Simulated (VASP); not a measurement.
A run of VASP 6.6.1:

The input INCAR:

```
PREC = Accurate ; ENCUT = 520
EDIFF = 1E-7 ; ISMEAR = -1
SIGMA = 0.1 ; LREAL = F
LASPH = T ; NELM = 100
ALGO = Normal ; ISIF = 2
LWAVE = F ; LCHARG = T
GGA = PE ; LELF = T
LVHAR = T ; NBANDS = 20
```

File KPOINTS:

```
Automatic mesh
0
Gamma
  10 10 10
```

POSCAR

```
MnHg
1.0
    3.2005973100      0.0000000000      0.0000000000
    0.0000000000      3.2005973100      0.0000000000
    0.0000000000      0.0000000000      3.2005973100
Mn Hg
1 1
Direct
    0.5000000000      0.5000000000      0.5000000000
    0.0000000000      0.0000000000      0.0000000000
```

Potentials or basis: VASP PAW PBE potentials, release 64 (Mn_pv, Hg).

Command:

```bash
$ cat potpaw_PBE.64/Mn_pv/POTCAR potpaw_PBE.64/Hg/POTCAR > POTCAR
$ mpirun -np 1 vasp_std > vasp.out
```

Hardware: 1 thread of Intel Xeon 8259CL, with other jobs on the host.

Question: Estimate the wall time of this run.

Answer: Run time: 34 s on 1 thread of Intel Xeon 8259CL (shared host), peak memory 0.16 GiB. Counts: scf iterations 14, k points 56.
